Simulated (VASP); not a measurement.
Input of a VASP 6.6.1 run:

Contents of INCAR:

```
SYSTEM = SiO2
ALGO     = Normal         ! electronic algorithm
EDIFF    = 1E-6           ! SCF threshold, eV
ENCUT    = 520            ! plane-wave cutoff, eV
GGA      = PE             ! functional
ISIF     = 2              ! what is computed and relaxed
ISMEAR   = 0              ! smearing method
LASPH    = .TRUE.         ! aspherical terms in the spheres
LCHARG   = .TRUE.         ! write CHGCAR
LELF     = .TRUE.         ! ELF
LREAL    = .FALSE.        ! projectors in reciprocal space
LVHAR    = .TRUE.       
LWAVE    = .FALSE.        ! write WAVECAR
NBANDS   = 25             ! bands
NELM     = 100            ! most SCF steps
PREC     = Accurate       ! precision mode
SIGMA    = 0.05           ! smearing width, eV
```

Contents of KPOINTS:

```
k-points
0
G
  6 6 8
  0 0 0
```

File POSCAR:

```
SiO2
1.0
    4.3630000000      0.0000000000      0.0000000000
    0.0000000000      4.3630000000      0.0000000000
    0.0000000000      0.0000000000      2.6091000000
Si O
2 4
Direct
    0.5000000000      0.5000000000      0.5000000000
    0.0000000000      0.0000000000      0.0000000000
    0.6930127928      0.6930127928      0.0000000000
    0.1930127928      0.8069872072      0.5000000000
    0.3069872072      0.3069872072      0.0000000000
    0.8069872072      0.1930127928      0.5000000000
```

Potentials or basis: VASP PAW PBE potentials, release 64 (Si, O).

Command:

```bash
$ cat potpaw_PBE.64/Si/POTCAR potpaw_PBE.64/O/POTCAR > POTCAR
$ mpirun -np 1 vasp_std > vasp.out
```

Question: Estimate the pressure.

Answer: -4.3 GPa.

Question: What does it give for the largest force?

Answer: 0.663 eV/Å.

Question: Estimate the band gap on the k mesh.

Answer: 4.74 eV.

Forces on the atoms (eV/Å):
```
Si   0.000  0.000  0.000
Si   0.000  0.000  0.000
O   -0.469 -0.469  0.000
O   -0.469  0.469  0.000
O    0.469  0.469  0.000
O    0.469 -0.469  0.000
```

Caveat: the cell stands under tension. A k mesh can miss the band edges.
